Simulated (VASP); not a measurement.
# Si8N in VASP: notebook

Si8N is run at these levels: PBE; tasks: single point.

Program: VASP 6.6.1. These are calculated values, not measurements. Logs are shortened: lines on timing, memory, paths and dates and some standing lists are left out, and cuts for length are marked.

**1. The cell of the first run**

The cell holds a slab with vacuum, 9 atoms: a = 3.851 Å, b = 6.365 Å, c = 19.753 Å, α = 90.00°, β = 90.00°, γ = 90.00°.

**2. Single point, PBE, collinear spin, ferromagnetic start**

INCAR

```
SYSTEM = Si8N
PREC     = Accurate       ! precision mode
ENCUT    = 520            ! plane-wave cutoff, eV
EDIFF    = 1E-6           ! SCF threshold, eV
ISMEAR   = 0              ! smearing method
SIGMA    = 0.05           ! smearing width, eV
LREAL    = .False.        ! projectors in reciprocal space
LASPH    = .True.         ! aspherical terms in the spheres
NELM     = 200            ! most SCF steps
ALGO     = Normal         ! electronic algorithm
ISIF     = 2              ! what is computed and relaxed
LWAVE    = .False.        ! write WAVECAR
LCHARG   = .True.         ! write CHGCAR
ISPIN    = 2              ! spin polarisation
MAGMOM   = 0 0 0 0 0 0 0 0 3 ! initial moments
LORBIT   = 11             ! projections on sites
LDIPOL   = .True.       
IDIPOL   = 3            
DIPOL    = 0.5 0.5 0.330
GGA      = PE             ! functional
LELF     = .True.         ! ELF
LVHAR    = .True.       
LVACPOTAV= .True.       
NBANDS   = 32             ! bands
GGA_COMPAT= .False.      
NELMDL   = -8
```

KPOINTS

```
Automatic mesh
0
Gamma
  7 4 1
  0 0 0
```

POSCAR

```
Si8N
1.0
    3.8510822285      0.0000000000      0.0000000000
    0.0000000000      6.3646810443      0.0000000000
    0.0000000000      0.0000000000     19.7525435318
Si N
8 1
Direct
    0.0000000000      0.9370679282      0.2025055656
    0.0000000000      0.5629320718      0.2025055656
    0.5000000000      0.4370679282      0.2587875163
    0.5000000000      0.0629320718      0.2587875163
    0.5000000000      0.9333044702      0.3720589482
    0.5000000000      0.5666955298      0.3720589482
    0.0000000000      0.4259907587      0.4177964989
    0.0000000000      0.0740092413      0.4177964989
    0.1666666667      0.5926574254      0.4697589380
```

Potentials or basis: VASP PAW PBE potentials, release 64 (Si, N).

Launch:

```console
> cat potpaw_PBE.64/Si/POTCAR potpaw_PBE.64/N/POTCAR > POTCAR
> mpirun -np 1 vasp_std > vasp.out
```

OUTCAR:

```text
SYSTEM = Si8N
   PREC = Accurate
   ENCUT = 520
   EDIFF = 1E-6
   ISMEAR = 0
   LREAL = .False.
   LASPH = .True.
   NELM = 200
   ISIF = 2
   ISPIN = 2
   LORBIT = 11
   GGA = PE
   NELMDL = -8

 ion  position               nearest neighbor table
   1  0.000  0.937  0.203-   4 2.36   4 2.36   2 2.38
   2  0.000  0.563  0.203-   3 2.36   3 2.36   1 2.38
   3  0.500  0.437  0.259-   2 2.36   2 2.36   4 2.38   6 2.38
   4  0.500  0.063  0.259-   1 2.36   1 2.36   3 2.38   5 2.38
   5  0.500  0.933  0.372-   8 2.31   8 2.31   6 2.33   4 2.38
   6  0.500  0.567  0.372-   7 2.31   7 2.31   9 2.32   5 2.33   3 2.38
   7  0.000  0.426  0.418-   9 1.61   8 2.24   6 2.31   6 2.31
   8  0.000  0.074  0.418-   7 2.24   5 2.31   5 2.31
   9  0.167  0.593  0.470-   7 1.61   6 2.32

  LATTYP: Found a simple orthorhombic cell.
 ALAT       =     3.8510822285
 B/A-ratio  =     1.6526993366
 C/A-ratio  =     5.1290890092

  Lattice vectors:

 A1 = (   3.8510822285,   0.0000000000,   0.0000000000)
 A2 = (   0.0000000000,   6.3646810443,   0.0000000000)
 A3 = (   0.0000000000,   0.0000000000,  19.7525435318)

Analysis of symmetry for initial positions (statically):
=====================================================================
 Subroutine PRICEL returns:
 Original cell was already a primitive cell.

 Routine SETGRP: Setting up the symmetry group for a
 simple orthorhombic supercell.

 Subroutine GETGRP returns: Found  1 space group operations
 (whereof  1 operations were pure point group operations)
 out of a pool of  8 trial point group operations.

The static configuration has the point symmetry C_1 .

Analysis of symmetry for dynamics (positions and initial velocities):
=====================================================================
 Subroutine PRICEL returns:
 Original cell was already a primitive cell.

 Routine SETGRP: Setting up the symmetry group for a
 simple orthorhombic supercell.

 Subroutine GETGRP returns: Found  1 space group operations
 (whereof  1 operations were pure point group operations)
 out of a pool of  8 trial point group operations.

The dynamic configuration has the point symmetry C_1 .

Analysis of structural, dynamic, and magnetic symmetry:
=====================================================================
 Subroutine PRICEL returns:
 Original cell was already a primitive cell.

 Routine SETGRP: Setting up the symmetry group for a
 simple orthorhombic supercell.

 Subroutine GETGRP returns: Found  1 space group operations
 (whereof  1 operations were pure point group operations)
 out of a pool of  8 trial point group operations.

The overall configuration has the point symmetry C_1 .

 Subroutine INISYM returns: Found  1 space group operations
 (whereof  1 operations are pure point group operations),
 and found     1 'primitive' translations

----------------------------------------------------------------------------------------

                                     Primitive cell

  volume of cell :     484.1528

  direct lattice vectors                    reciprocal lattice vectors
     3.851082229  0.000000000  0.000000000     0.259667268  0.000000000  0.000000000
     0.000000000  6.364681044  0.000000000     0.000000000  0.157117064  0.000000000
     0.000000000  0.000000000 19.752543532     0.000000000  0.000000000  0.050626391

  length of vectors
     3.851082229  6.364681044 19.752543532     0.259667268  0.157117064  0.050626391

  position of ions in fractional coordinates (direct lattice)
     0.000000000  0.937067928  0.202505566
     0.000000000  0.562932072  0.202505566
     0.500000000  0.437067928  0.258787516
     0.500000000  0.062932072  0.258787516
     0.500000000  0.933304470  0.372058948
     0.500000000  0.566695530  0.372058948
     0.000000000  0.425990759  0.417796499
     0.000000000  0.074009241  0.417796499
     0.166666667  0.592657425  0.469758938

  ion indices of the primitive-cell ions
   primitive index   ion index
                 1           1
                 2           2
                 3           3
                 4           4
                 5           5
                 6           6
                 7           7
                 8           8
                 9           9

----------------------------------------------------------------------------------------

 KPOINTS: Automatic mesh

Automatic generation of k-mesh.
[... 29 lines left out ...]
  0.142857 -0.250000  0.000000      2.000000
  0.285714  0.250000  0.000000      2.000000
  0.285714 -0.250000  0.000000      2.000000
  0.428571  0.250000  0.000000      2.000000
  0.428571 -0.250000  0.000000      2.000000
  0.000000  0.500000  0.000000      1.000000
  0.142857  0.500000  0.000000      2.000000
  0.285714  0.500000  0.000000      2.000000
  0.428571  0.500000  0.000000      2.000000
   k-points           NKPTS =     15   k-points in BZ     NKDIM =     15   number of bands    NBANDS=     32
   number of dos      NEDOS =    301   number of ions     NIONS =      9
   total plane-waves  NPLWV = 216000
   dimension x,y,z NGX =    30 NGY =   48 NGZ =  150
   dimension x,y,z NGXF=    60 NGYF=   96 NGZF=  300
   ions per type =               8   1
   NGX,Y,Z   is equivalent  to a cutoff of  12.95, 12.54, 12.62 a.u.
   NGXF,Y,Z  is equivalent  to a cutoff of  25.90, 25.08, 25.25 a.u.
 SYSTEM =  Si8N
   PREC   = accura    normal or accurate (medium, high low for compatibility)
   ISTART =      0    job   : 0-new  1-cont  2-samecut
   ICHARG =      2    charge: 1-file 2-atom 10-const
   ISPIN  =      2    spin polarized calculation?
   LNONCOLLINEAR =      F non collinear calculations
   LSORBIT =      F    spin-orbit coupling
   LASPH  =      T    aspherical Exc in radial PAW
   ENCUT  =  520.0 eV  38.22 Ry    6.18 a.u.   7.16 11.83 36.73*2*pi/ulx,y,z
   NELM   =    200;   NELMIN=  2; NELMDL= -8     # of ELM steps
   EDIFF  = 0.1E-05   stopping-criterion for ELM
   LREAL  =      F    real-space projection
   EDIFFG = 0.1E-04   stopping-criterion for IOM
   NSW    =      0    number of steps for IOM
   IBRION =     -1    ionic relax: 0-MD 1-quasi-New 2-CG
   NFREE  =      0    steps in history (QN), initial steepest desc. (CG)
   ISIF   =      2    stress and relaxation
   ISYM   =      2    0-nonsym 1-usesym 2-fastsym
   POTIM  = 0.5000    time-step for ionic-motion
   TEBEG  =    0.0;   TEEND  =   0.0 temperature during run
   PSTRESS=    0.0 pullay stress
   NELECT =      37.0000    total number of electrons
   NUPDOWN=      -1.0000    fix difference up-down
   EMIN   =  10.00;   EMAX   =-10.00  energy-range for DOS
   EFERMI =   0.00;   METHOD = LEGACY
   ISMEAR =     0;   SIGMA  =   0.05  broadening in eV -4-tet -1-fermi 0-gaus
   EFERMI_NEDOS =   21; number of points for ismear=-14 and -15
   IALGO  =     38    algorithm
   IMIX   =      4    mixing-type and parameters
     AMIX     =   0.40;   BMIX     =  1.00
     AMIX_MAG =   1.60;   BMIX_MAG =  1.00
  volume/ion in A,a.u.               =      53.79       363.02
  Fermi-wavevector in a.u.,A,eV,Ry     =   0.694728  1.312845  6.566804  0.482647
  Thomas-Fermi vector in A             =   1.777302
   LORBIT       =     11    0 simple, 1 ext, 2 COOP (PROOUT), +10 PAW based schemes
   GGA     = PE    functional components
   LHFCALC =     F    Hartree Fock is set to
   AEXX    =    0.0000 exact exchange contribution
   IVDW    =     0    specifies the selected vdW correction
   LEPSILON=     F    determine dielectric tensor
   LRPA    =     F    only Hartree local field effects (RPA)
 spin polarized calculation
 Gauss-broadening in eV      SIGMA  =   0.05
  energy-cutoff  :      520.00
  volume of cell :      484.15
 maximum number of plane-waves:     13082
 NGX is ok and might be reduce to    30
   NGX = 15   NGY = 23   NGZ = 73

 dipolmoment           0.000000      0.000000     -0.186767 electrons x Angstroem

 number of electron      36.9999999 magnetization       0.0149989

 dipolmoment           0.000000      0.000000      0.158659 electrons x Angstroem

 Free energy of the ion-electron system (eV)
  ---------------------------------------------------
  ext. energy  EPLUGINS =         0.00000000
  ---------------------------------------------------
  free energy    TOTEN  =       -45.39589214 eV

  energy without entropy =      -45.38918952  energy(sigma->0) =      -45.39254083

 E-fermi :  -1.5433     XC(G=0):  -4.0090

 val. band max:       -1.5484665054   @ k =   0.2857   0.2500   0.0000
 cond. band min:      -1.5053826278   @ k =   0.1429   0.2500   0.0000
 fundamental gap:      0.0430838776
 Fermi energy:        -1.5433136643

 spin component 1

 k-point     1 :       0.0000    0.0000    0.0000
  band No.  band energies     occupation
      1     -16.1561      1.00000
      2     -12.7822      1.00000
      3     -11.5357      1.00000
      4     -10.5128      1.00000
      5      -9.1758      1.00000
      6      -8.8453      1.00000
[... 484 lines left out ...]
     29       3.2996      0.00000
     30       3.4954      0.00000
 Fermi energy:        -1.5433136643

 spin component 2

 k-point     1 :       0.0000    0.0000    0.0000
  band No.  band energies     occupation
      1     -16.1521      1.00000
      2     -12.7808      1.00000
      3     -11.5344      1.00000
      4     -10.5112      1.00000
      5      -9.1751      1.00000
      6      -8.8441      1.00000
[... 484 lines left out ...]
     29       3.3025      0.00000
     30       3.4964      0.00000
 [bands above 30 left out]

------------------------ aborting loop because EDIFF is reached ----------------------------------------

  FORCE on cell =-STRESS in cart. coord.  units (eV):
  Direction    XX          YY          ZZ          XY          YZ          ZX
  --------------------------------------------------------------------------------------
  -------------------------------------------------------------------------------------
  Total        3.7367544      2.6583122     -0.8879254      2.5092927      0.8779739      3.7988720
  in kB       12.3658128      8.7969901     -2.9383573      8.3038489      2.9054253     12.5713748
  external PRESSURE =       6.0748152 kB  Pullay stress =       0.0000000 kB

 VOLUME and BASIS-vectors are now :
 -----------------------------------------------------------------------------
  energy-cutoff  :      520.00
  volume of cell :      484.15
      direct lattice vectors                 reciprocal lattice vectors
     3.851082229  0.000000000  0.000000000     0.259667268  0.000000000  0.000000000
     0.000000000  6.364681044  0.000000000     0.000000000  0.157117064  0.000000000
     0.000000000  0.000000000 19.752543532     0.000000000  0.000000000  0.050626391

 POSITION                                       TOTAL-FORCE (eV/Angst)
 -----------------------------------------------------------------------------------
      0.00000      5.96414      4.00000        -0.050072     -0.541500      0.544264
      0.00000      3.58288      4.00000        -0.158886      0.606423      0.557002
      1.92554      2.78180      5.11171        -0.153649     -0.098265     -0.693063
      1.92554      0.40054      5.11171         0.056840      0.050961     -0.671402
      1.92554      5.94019      7.34911        -0.022850     -0.006618     -0.145505
      1.92554      3.60684      7.34911        -0.131130      0.788409      0.706851
      0.00000      2.71130      8.25254        -2.109135     -1.156675     -0.483160
      0.00000      0.47105      8.25254         0.165056     -1.310368      0.144537
      0.64185      3.77208      9.27893         2.403825      1.667633      0.040477
 -----------------------------------------------------------------------------------
    total drift:                                0.000020     -0.000110     -0.000104

  FREE ENERGIE OF THE ION-ELECTRON SYSTEM (eV)
  ---------------------------------------------------
  free  energy   TOTEN  =       -45.3958921369 eV

  energy  without entropy=      -45.3891895155  energy(sigma->0) =      -45.39254083

 vacuum level on the upper side and lower side of the slab         4.390         3.218

 total charge

# of ion       s       p       d       tot
------------------------------------------
    1        0.796   0.833   0.000   1.628
    2        0.798   0.830   0.000   1.628
    3        0.767   0.883   0.000   1.650
    4        0.765   0.889   0.000   1.653
    5        0.764   0.923   0.000   1.686
    6        0.769   0.896   0.000   1.665
    7        0.775   1.029   0.000   1.804
    8        0.810   0.871   0.000   1.681
    9        1.327   2.268   0.000   3.595
--------------------------------------------------
tot          7.570   9.420   0.000  16.990

 magnetization (x)

# of ion       s       p       d       tot
------------------------------------------
    1        0.000   0.002   0.000   0.002
    2        0.000  -0.000   0.000  -0.000
    3        0.000   0.000   0.000   0.000
    4        0.000   0.000   0.000   0.000
    5        0.000   0.000   0.000   0.000
    6        0.000   0.000   0.000   0.000
    7       -0.000  -0.000   0.000  -0.000
    8        0.000   0.001   0.000   0.001
    9        0.000   0.003   0.000   0.003
--------------------------------------------------
tot          0.001   0.006   0.000   0.006
```

Wall time 11 min (1 thread of AMD EPYC 9R45 (Zen 5), shared host); peak memory 0.82 GiB.

Results:

* Free energy: -45.3959 eV
* Largest force: 2.926 eV/Å
* Net moment: 0.01 μB per cell
* Valence electrons inside the program's atomic spheres: Si 1.63, 1.65, 1.69, 1.67, 1.80, 1.68 (each value once); N 3.60

Forces on the atoms (eV/Å):
```
Si  -0.050 -0.541  0.544
Si  -0.159  0.606  0.557
Si  -0.154 -0.098 -0.693
Si   0.057  0.051 -0.671
Si  -0.023 -0.007 -0.146
Si  -0.131  0.788  0.707
Si  -2.109 -1.157 -0.483
Si   0.165 -1.310  0.145
N    2.404  1.668  0.040
```

**3. Single point, PBE, collinear spin, ferromagnetic start**

INCAR

```
ALGO     = Normal         # electronic algorithm
DIPOL    = 0.5 0.5 0.330
EDIFF    = 1E-6           # SCF threshold, eV
ENCUT    = 520            # plane-wave cutoff, eV
GGA      = PE             # functional
GGA_COMPAT= F            
IDIPOL   = 3            
ISIF     = 2              # what is computed and relaxed
ISMEAR   = 0              # smearing method
ISPIN    = 2              # spin polarisation
LASPH    = T              # aspherical terms in the spheres
LCHARG   = T              # write CHGCAR
LDIPOL   = T            
LELF     = T              # ELF
LORBIT   = 11             # projections on sites
LREAL    = F              # projectors in reciprocal space
LVACPOTAV= T            
LVHAR    = T            
LWAVE    = F              # write WAVECAR
MAGMOM   = 0 0 0 0 0 0 0 0 3 # initial moments
NBANDS   = 32             # bands
NELM     = 200            # most SCF steps
NELMDL   = -8           
PREC     = Accurate       # precision mode
SIGMA    = 0.05           # smearing width, eV
```

KPOINTS

```
k-points
0
Gamma
  7 4 1
```

Edit POSCAR of step 2 so:

```diff
@@ -16,2 +16,2 @@
     0.0000000000      0.0740092413      0.4177964989
-    0.1666666667      0.5926574254      0.4697589380
+    0.3333333333      1.0926574254      0.4671803380
```

Potentials or basis: VASP PAW PBE potentials, release 64 (Si, N).

Launch:

```console
> cat potpaw_PBE.64/Si/POTCAR potpaw_PBE.64/N/POTCAR > POTCAR
> mpirun -np 1 vasp_std > vasp.out
```

It took 35 min on 1 thread of Intel Xeon 8259CL, shared host; peak memory 0.87 GiB.

It converged, with:

* Free energy: -45.3307 eV
* Largest force: 3.193 eV/Å
* Net moment: 0.15 μB per cell
* Site moments: Si +0.01, -0.01, -0.00, +0.00, +0.04 (each value once); N +0.01 μB
* Valence electrons inside the program's atomic spheres: Si 1.63, 1.62, 1.65, 1.66, 1.69, 1.67, 1.75 (each value once); N 3.61

Forces on the atoms (eV/Å):
```
Si  -0.107 -0.472  0.410
Si   0.026  0.611  0.574
Si   0.060 -0.052 -0.592
Si  -0.071  0.142 -0.392
Si   0.524 -0.246  0.513
Si  -0.271  0.106  0.169
Si  -0.191  0.703 -0.240
Si  -2.883  0.517 -0.474
N    2.913 -1.308  0.034
```

Levels at points of the mesh, in eV from the Fermi level:
Spin up:
```
           k point  band 16  band 17  band 18  band 19  band 20  band 21  band 22  band 23
(0.00, 0.00, 0.00)    -0.71    -0.46     0.07     0.24     0.51     1.36     1.73     2.01
(0.00, 0.50, 0.00)    -1.09    -1.00    -0.41    -0.09     0.40     1.18     1.90     1.99
```
Spin down:
| k point | band 15 | band 16 | band 17 | band 18 | band 19 | band 20 | band 21 | band 22 |
| --- | --- | --- | --- | --- | --- | --- | --- | --- |
| (0.00, 0.00, 0.00) | -1.31 | -0.68 | -0.45 | 0.11 | 0.27 | 0.55 | 1.38 | 1.76 |
| (0.00, 0.50, 0.00) | -1.32 | -1.08 | -0.97 | -0.36 | -0.09 | 0.44 | 1.23 | 1.92 |
